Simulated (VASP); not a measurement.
Runs of VASP 6.6.1 on Mg. The structure is that of space group R-3m (No. 166), or close to it. The cells are those of the table. 

```csv
task,cell,k mesh,cutoff (eV),gap on the mesh (eV),pressure (GPa),largest force (eV/Å)
single point,"a = 5.984 Å, angles 30.5°, 2 atoms",21 × 21 × 21,520,none,-0.1,-
relaxation of cell and atoms,"relaxed from a = 4.903 Å, angles 44.2°, 2 atoms",6 × 6 × 6,600,none,-0.1,0.03
single point,"a = 6.036 Å, angles 29.9°, 2 atoms",6 × 6 × 6,520,none,-0.1,-
single point,"a = 4.903 Å, angles 44.2°, 2 atoms",6 × 6 × 6,520,none,(a),17.37
```

Alike in all rows: level PBE; potentials or basis VASP PAW PBE potentials, release 64 (Mg); no spin polarisation; smearing gaussian 0.1 eV.

**Question.** Estimate the missing entries.

**Answer.** (a) 19.3.

Caveats: some runs use coarse meshes; forces of over 1 eV/Å act on the atoms, so gaps and moduli don't describe the material at rest (some runs).

A gap of «none» marks levels without a gap at the run's occupations.
